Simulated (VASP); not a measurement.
# Ge in VASP: notebook

The runs below take Ge through relaxation of the atoms, with PBE.

Program: VASP 6.6.1. These are calculated values, not measurements. Logs are shortened: lines on timing, memory, paths and dates and some standing lists are left out, and cuts for length are marked.

**1. The cell of the first run**

The cell holds a slab with vacuum, 4 atoms: a = 4.074 Å, b = 4.074 Å, c = 20.158 Å, α = 90.00°, β = 90.00°, γ = 120.00°.

**2. Relaxation of the atoms, PBE**

Input file INCAR:

```
SYSTEM = Ge
PREC = Accurate
ENCUT = 520
EDIFF = 1E-6
ISMEAR = -1
SIGMA = 0.02
LREAL = .False.
LASPH = .True.
NELM = 80
ALGO = Normal
ISIF = 2
LWAVE = .False.
LCHARG = .False.
LDIPOL = .True.
IDIPOL = 3
DIPOL = 0.5 0.5 0.500
GGA = PE
IBRION = 2
NSW = 32
EDIFFG = -0.01
```

Input file KPOINTS:

```
regular mesh
0
Gamma
  9 9 1
  0 0 0
```

Input file POSCAR:

```
Ge
1.0
    4.0736070246      0.0000000000      0.0000000000
   -2.0368035123      3.5278471684      0.0000000000
    0.0000000000      0.0000000000     20.1576000000
Ge
4
Direct
    0.1666666667      0.3333333333      0.3961578051
    0.5000000000      1.0000000000      0.4336302494
    0.5000000000      1.0000000000      0.5663697484
    0.8333333333      0.6666666667      0.6038421977
```

Potentials or basis: VASP PAW PBE potentials, release 64 (Ge_d).

Command:

```sh
> cat potpaw_PBE.64/Ge_d/POTCAR > POTCAR
> mpirun -np 1 vasp_std > vasp.out
```

OUTCAR:

```text
SYSTEM = Ge
   PREC = Accurate
   ENCUT = 520
   EDIFF = 1E-6
   ISMEAR = -1
   LREAL = .False.
   LASPH = .True.
   NELM = 80
   ISIF = 2
   GGA = PE
   IBRION = 2
   NSW = 32
   EDIFFG = -0.01

 ion  position               nearest neighbor table
   1  0.167  0.333  0.396-   2 2.47   2 2.47   2 2.47
   2  0.500  0.000  0.434-   1 2.47   1 2.47   1 2.47   3 2.68
   3  0.500  0.000  0.566-   4 2.47   4 2.47   4 2.47   2 2.68
   4  0.833  0.667  0.604-   3 2.47   3 2.47   3 2.47

  LATTYP: Found a hexagonal cell.
 ALAT       =     4.0736070246
 C/A-ratio  =     4.9483418205

  Lattice vectors:

 A1 = (   4.0736070246,   0.0000000000,   0.0000000000)
 A2 = (  -2.0368035123,   3.5278471684,   0.0000000000)
 A3 = (   0.0000000000,   0.0000000000,  20.1576000000)

Analysis of symmetry for initial positions (statically):
=====================================================================
 Subroutine PRICEL returns:
 Original cell was already a primitive cell.

 Routine SETGRP: Setting up the symmetry group for a
 hexagonal supercell.

 Subroutine GETGRP returns: Found 12 space group operations
 (whereof  4 operations were pure point group operations)
 out of a pool of 24 trial point group operations.

The static configuration has the point symmetry C_2h.
 The point group associated with its full space group is D_3d.

Analysis of symmetry for dynamics (positions and initial velocities):
=====================================================================
 Subroutine PRICEL returns:
 Original cell was already a primitive cell.

 Routine SETGRP: Setting up the symmetry group for a
 hexagonal supercell.

 Subroutine GETGRP returns: Found 12 space group operations
 (whereof  4 operations were pure point group operations)
 out of a pool of 24 trial point group operations.

The dynamic configuration has the point symmetry C_2h.
 The point group associated with its full space group is D_3d.

 Subroutine INISYM returns: Found 12 space group operations
 (whereof  4 operations are pure point group operations),
 and found     1 'primitive' translations

----------------------------------------------------------------------------------------

                                     Primitive cell

  volume of cell :     289.6861

  direct lattice vectors                    reciprocal lattice vectors
     4.073607025  0.000000000  0.000000000     0.245482687  0.141729496  0.000000000
    -2.036803512  3.527847168  0.000000000     0.000000000  0.283458991  0.000000000
     0.000000000  0.000000000 20.157600000     0.000000000  0.000000000  0.049609080

  length of vectors
     4.073607025  4.073607025 20.157600000     0.283458991  0.283458991  0.049609080

  position of ions in fractional coordinates (direct lattice)
     0.166666667  0.333333333  0.396157805
     0.500000000  0.000000000  0.433630249
     0.500000000  0.000000000  0.566369748
     0.833333333  0.666666667  0.603842198

  ion indices of the primitive-cell ions
   primitive index   ion index
                 1           1
                 2           2
                 3           3
                 4           4

----------------------------------------------------------------------------------------

 KPOINTS: regular mesh

Automatic generation of k-mesh.
 Grid dimensions read from file:
 generate k-points for:    9    9    1

 Generating k-lattice:

  Cartesian coordinates                     Fractional coordinates (reciprocal lattice)
     0.027275854  0.015747722  0.000000000     0.111111111 -0.000000000  0.000000000
     0.000000000  0.031495443  0.000000000     0.000000000  0.111111111  0.000000000
     0.000000000  0.000000000  0.049609080     0.000000000  0.000000000  1.000000000

  Length of vectors
     0.031495443  0.031495443  0.049609080

  Shift w.r.t. Gamma in fractional coordinates (k-lattice)
     0.000000000  0.000000000  0.000000000

 Subroutine IBZKPT returns following result:
 ===========================================

 Found     12 irreducible k-points:

 Following reciprocal coordinates:
            Coordinates               Weight
  0.000000  0.000000  0.000000      1.000000
  0.111111  0.000000  0.000000      6.000000
  0.222222  0.000000  0.000000      6.000000
  0.333333  0.000000  0.000000      6.000000
  0.444444  0.000000  0.000000      6.000000
  0.111111  0.111111  0.000000      6.000000
  0.222222  0.111111  0.000000     12.000000
  0.333333  0.111111  0.000000     12.000000
  0.444444  0.111111  0.000000      6.000000
  0.222222  0.222222  0.000000      6.000000
  0.333333  0.222222  0.000000     12.000000
  0.333333  0.333333  0.000000      2.000000
   k-points           NKPTS =     12   k-points in BZ     NKDIM =     12   number of bands    NBANDS=     33
   number of dos      NEDOS =    301   number of ions     NIONS =      4
   total plane-waves  NPLWV = 135000
   dimension x,y,z NGX =    30 NGY =   30 NGZ =  150
   dimension x,y,z NGXF=    60 NGYF=   60 NGZF=  300
   ions per type =               4
   NGX,Y,Z   is equivalent  to a cutoff of  12.24, 12.24, 12.37 a.u.
   NGXF,Y,Z  is equivalent  to a cutoff of  24.49, 24.49, 24.74 a.u.
 SYSTEM =  Ge
   PREC   = accura    normal or accurate (medium, high low for compatibility)
   ISTART =      0    job   : 0-new  1-cont  2-samecut
   ICHARG =      2    charge: 1-file 2-atom 10-const
   ISPIN  =      1    spin polarized calculation?
   LNONCOLLINEAR =      F non collinear calculations
   LSORBIT =      F    spin-orbit coupling
   LASPH  =      T    aspherical Exc in radial PAW
   ENCUT  =  520.0 eV  38.22 Ry    6.18 a.u.   7.57  7.57 37.48*2*pi/ulx,y,z
   NELM   =     80;   NELMIN=  2; NELMDL= -5     # of ELM steps
   EDIFF  = 0.1E-05   stopping-criterion for ELM
   LREAL  =      F    real-space projection
   EDIFFG = -.1E-01   stopping-criterion for IOM
   NSW    =     32    number of steps for IOM
   IBRION =      2    ionic relax: 0-MD 1-quasi-New 2-CG
   NFREE  =      1    steps in history (QN), initial steepest desc. (CG)
   ISIF   =      2    stress and relaxation
   ISYM   =      2    0-nonsym 1-usesym 2-fastsym
   POTIM  = 0.5000    time-step for ionic-motion
   TEBEG  =    0.0;   TEEND  =   0.0 temperature during run
   PSTRESS=    0.0 pullay stress
   NELECT =      56.0000    total number of electrons
   NUPDOWN=      -1.0000    fix difference up-down
   EMIN   =  10.00;   EMAX   =-10.00  energy-range for DOS
   EFERMI =   0.00;   METHOD = LEGACY
   ISMEAR =    -1;   SIGMA  =   0.02  broadening in eV -4-tet -1-fermi 0-gaus
   EFERMI_NEDOS =   21; number of points for ismear=-14 and -15
   IALGO  =     38    algorithm
   IMIX   =      4    mixing-type and parameters
     AMIX     =   0.40;   BMIX     =  1.00
     AMIX_MAG =   1.60;   BMIX_MAG =  1.00
  volume/ion in A,a.u.               =      72.42       488.72
  Fermi-wavevector in a.u.,A,eV,Ry     =   0.946589  1.788794 12.191247  0.896031
  Thomas-Fermi vector in A             =   2.074602
   LORBIT       =      0    0 simple, 1 ext, 2 COOP (PROOUT), +10 PAW based schemes
   GGA     = PE    functional components
   LHFCALC =     F    Hartree Fock is set to
   AEXX    =    0.0000 exact exchange contribution
   IVDW    =     0    specifies the selected vdW correction
   LEPSILON=     F    determine dielectric tensor
   LRPA    =     F    only Hartree local field effects (RPA)
 conjugate gradient relaxation of ions
 non-spin polarized calculation
  energy-cutoff  :      520.00
  volume of cell :      289.69
 maximum number of plane-waves:      7833
   NGX = 15   NGY = 15   NGZ = 75

 number of electron      55.9999936 magnetization

 dipolmoment           0.000000      0.000000      0.000000 electrons x Angstroem

 Free energy of the ion-electron system (eV)
  ---------------------------------------------------
  ext. energy  EPLUGINS =         0.00000000
  ---------------------------------------------------
  free energy    TOTEN  =       -16.58789813 eV

  energy without entropy =      -16.58622451  energy(sigma->0) =      -16.58706132

 E-fermi :  -1.7618     XC(G=0):  -3.9057

 val. band max:       -1.7655319950   @ k =   0.3333   0.3333   0.0000
 cond. band min:      -1.4492342292   @ k =   0.3333   0.2222   0.0000
 fundamental gap:      0.3162977658
 Fermi energy:        -1.7617877251

 k-point     1 :       0.0000    0.0000    0.0000
  band No.  band energies     occupation
      1     -26.1374      2.00000
      2     -26.1282      2.00000
      3     -26.1282      2.00000
      4     -26.1140      2.00000
      5     -26.1140      2.00000
      6     -26.0744      2.00000
[... 25 lines left out ...]
     32       1.9236      0.00000
     33       1.9236      0.00000

 k-point     2 :       0.1111    0.0000    0.0000
  band No.  band energies     occupation
      1     -26.1459      2.00000
      2     -26.1301      2.00000
      3     -26.1259      2.00000
      4     -26.1167      2.00000
      5     -26.1160      2.00000
      6     -26.0713      2.00000
[... 25 lines left out ...]
     32       1.7788      0.00000
     33       2.2937      0.00000

 k-point     3 :       0.2222    0.0000    0.0000
  band No.  band energies     occupation
      1     -26.1572      2.00000
      2     -26.1332      2.00000
      3     -26.1264      2.00000
      4     -26.1218      2.00000
      5     -26.1181      2.00000
      6     -26.0661      2.00000
[... 25 lines left out ...]
     32       2.4409      0.00000
     33       2.9780      0.00000

 k-point     4 :       0.3333    0.0000    0.0000
  band No.  band energies     occupation
      1     -26.1647      2.00000
      2     -26.1347      2.00000
      3     -26.1260      2.00000
      4     -26.1256      2.00000
      5     -26.1177      2.00000
      6     -26.0745      2.00000
[... 241 lines left out ...]
     32       2.4003      0.00000
     33       2.8313      0.00000

 k-point    11 :       0.3333    0.2222    0.0000
  band No.  band energies     occupation
      1     -26.1691      2.00000
      2     -26.1452      2.00000
      3     -26.1419      2.00000
      4     -26.1209      2.00000
      5     -26.1108      2.00000
      6     -26.0886      2.00000
[... 25 lines left out ...]
     32       2.7210      0.00000
     33       2.9578      0.00000

 k-point    12 :       0.3333    0.3333    0.0000
  band No.  band energies     occupation
      1     -26.1700      2.00000
      2     -26.1469      2.00000
      3     -26.1469      2.00000
      4     -26.1158      2.00000
      5     -26.1158      2.00000
      6     -26.0894      2.00000
[... 25 lines left out ...]
     32       2.6651      0.00000
     33       4.4096      0.00000

------------------------ aborting loop because EDIFF is reached ----------------------------------------

 vacuum level on the upper side and lower side of the slab       (xc-potential included)        -0.114        -0.114

  FORCE on cell =-STRESS in cart. coord.  units (eV):
  Direction    XX          YY          ZZ          XY          YZ          ZX
  --------------------------------------------------------------------------------------
  -------------------------------------------------------------------------------------
  Total       -0.3677291     -0.3677291     -0.0003073      0.0000000     -0.0000000      0.0000000
  in kB       -2.0338125     -2.0338125     -0.0016997      0.0000000     -0.0000000      0.0000000
  external PRESSURE =      -1.3564415 kB  Pullay stress =       0.0000000 kB

 VOLUME and BASIS-vectors are now :
 -----------------------------------------------------------------------------
  energy-cutoff  :      520.00
  volume of cell :      289.69
      direct lattice vectors                 reciprocal lattice vectors
     4.073607025  0.000000000  0.000000000     0.245482687  0.141729496  0.000000000
    -2.036803512  3.527847168  0.000000000     0.000000000  0.283458991  0.000000000
     0.000000000  0.000000000 20.157600000     0.000000000  0.000000000  0.049609080

 POSITION                                       TOTAL-FORCE (eV/Angst)
 -----------------------------------------------------------------------------------
      0.00000      1.17595      7.98559         0.000000      0.000000     -0.008096
      2.03680      0.00000      8.74095         0.000000     -0.000000      0.001101
      2.03680      0.00000     11.41665        -0.000000     -0.000000     -0.001101
      2.03680      2.35190     12.17201         0.000000      0.000000      0.008096
 -----------------------------------------------------------------------------------
    total drift:                               -0.000000      0.000000      0.000073

  FREE ENERGIE OF THE ION-ELECTRON SYSTEM (eV)
  ---------------------------------------------------
  free  energy   TOTEN  =       -16.5878981341 eV

  energy  without entropy=      -16.5862245061  energy(sigma->0) =      -16.58706132

 reached required accuracy - stopping structural energy minimisation

 vacuum level on the upper side and lower side of the slab         2.772         2.772
```

It took 97 s on 1 thread of Intel Xeon 6975P-C (Granite Rapids), shared host; peak memory 0.4 GiB.

Results:

```
Free energy                  : -16.5879 eV
Largest force after relaxing : 0.008 eV/Å
Band gap on the k mesh       : zero (filled and empty bands touch)
```

Forces on the atoms (eV/Å):
```
Ge   0.000  0.000 -0.008
Ge   0.000  0.000  0.001
Ge   0.000  0.000 -0.001
Ge   0.000  0.000  0.008
```

Final structure:
```
Ge
1.0
     4.07361    0.00000    0.00000
    -2.03680    3.52785    0.00000
     0.00000    0.00000   20.15760
Ge
4
Direct
  0.16667 0.33333 0.39616
  0.50000 0.00000 0.43363
  0.50000 0.00000 0.56637
  0.83333 0.66667 0.60384
```

Levels at points of the mesh, in eV from the Fermi level:
| k point | band 26 | band 27 | band 28 | band 29 | band 30 | band 31 |
| --- | --- | --- | --- | --- | --- | --- |
| (0.00, 0.00, 0.00) | -0.56 | -0.05 | -0.05 | 0.45 | 0.92 | 1.83 |

Caveat: the relaxation stopped at its first step, so nothing moved.

**3. Relaxation of the atoms, PBE**

INCAR, as its differences from that of step 2:

```diff
@@ -8,3 +8,3 @@
 LASPH = .True.
-NELM = 80
+NELM = 100
 ALGO = Normal
@@ -18,3 +18,5 @@
 IBRION = 2
-NSW = 32
+NSW = 60
 EDIFFG = -0.01
+ISYM = 0
+KPAR = 4
```

Input file KPOINTS:

```
Automatic mesh
0
Gamma
  9 9 1
  0.5 0.5 0
```

Input file POSCAR:

```
Ge
1.0
    4.0736070246      0.0000000000      0.0000000000
   -2.0368035123      3.5278471684      0.0000000000
    0.0000000000      0.0000000000     20.1576000000
Ge
4
Direct
    0.1666666665      0.3333333335      0.3968724510
    0.5000000005      0.9999999995      0.4381234709
    0.5000000005      0.9999999995      0.5618765296
    0.8333333335      0.6666666665      0.6031275490
```

Potentials or basis: VASP PAW PBE potentials, release 64 (Ge_d).

Command:

```sh
> cat potpaw_PBE.64/Ge_d/POTCAR > POTCAR
> mpirun -np 4 vasp_std > vasp.out
```

It took 21 min on 4 MPI ranks of Intel Xeon 6975P-C (Granite Rapids), shared host; peak memory 1 GiB.

It converged, with:

```yaml
Free_energy: -16.5895 eV
Energy_gained_by_relaxing: 15.8 meV/atom
Ionic_steps: 9
Largest_force_after_relaxing: 0.004 eV/Å
Band_gap_on_the_k_mesh: 0.07 eV
```

Forces in eV/Å, atoms in the order of the input:
```
Ge   0.000  0.000 -0.004
Ge   0.000  0.000  0.001
Ge   0.000  0.000 -0.001
Ge   0.000  0.000  0.004
```

The path:
| step | energy change (eV) | largest force (eV/Å) | pressure (GPa) |
| --- | --- | --- | --- |
| 1 | 0.0000 | 0.7779 | -0.04 |
| 2 | -0.0456 | 0.3803 | -0.02 |
| 3 | -0.0594 | 0.1198 | 0.01 |
| 4 | -0.0595 | 0.1002 | 0.01 |
| 5 | -0.0606 | 0.0738 | -0.02 |
| 6 | -0.0617 | 0.0531 | -0.05 |
| 7 | -0.0628 | 0.0344 | -0.11 |
| 8 | -0.0630 | 0.0385 | -0.12 |
| 9 | -0.0632 | 0.0038 | -0.12 |

Final structure:
```
CELL_PARAMETERS angstrom
4.07361 0.00000 0.00000
-2.03680 3.52785 0.00000
0.00000 0.00000 20.15760
ATOMIC_POSITIONS crystal
Ge 0.16667 0.33333 0.39621
Ge 0.50000 0.00000 0.43364
Ge 0.50000 0.00000 0.56636
Ge 0.83333 0.66667 0.60379
```

Levels at points of the mesh, in eV from the valence-band top:
| k point | band 24 | band 25 | band 26 | band 27 | band 28 | band 29 | band 30 | band 31 | band 32 | band 33 |
| --- | --- | --- | --- | --- | --- | --- | --- | --- | --- | --- |
| (0.50, 0.50, 0.00) | -7.01 | -2.35 | -2.10 | -1.48 | -1.10 | 0.76 | 1.48 | 1.81 | 2.74 | 5.64 |
| (0.50, 0.00, 0.00) | -7.01 | -2.35 | -2.10 | -1.48 | -1.10 | 0.76 | 1.48 | 1.81 | 2.74 | 5.64 |
| (0.00, 0.50, 0.00) | -7.01 | -2.35 | -2.10 | -1.48 | -1.10 | 0.76 | 1.48 | 1.81 | 2.74 | 5.64 |

The gap in the log of VASP goes by the Fermi energy; the results here count the filled bands.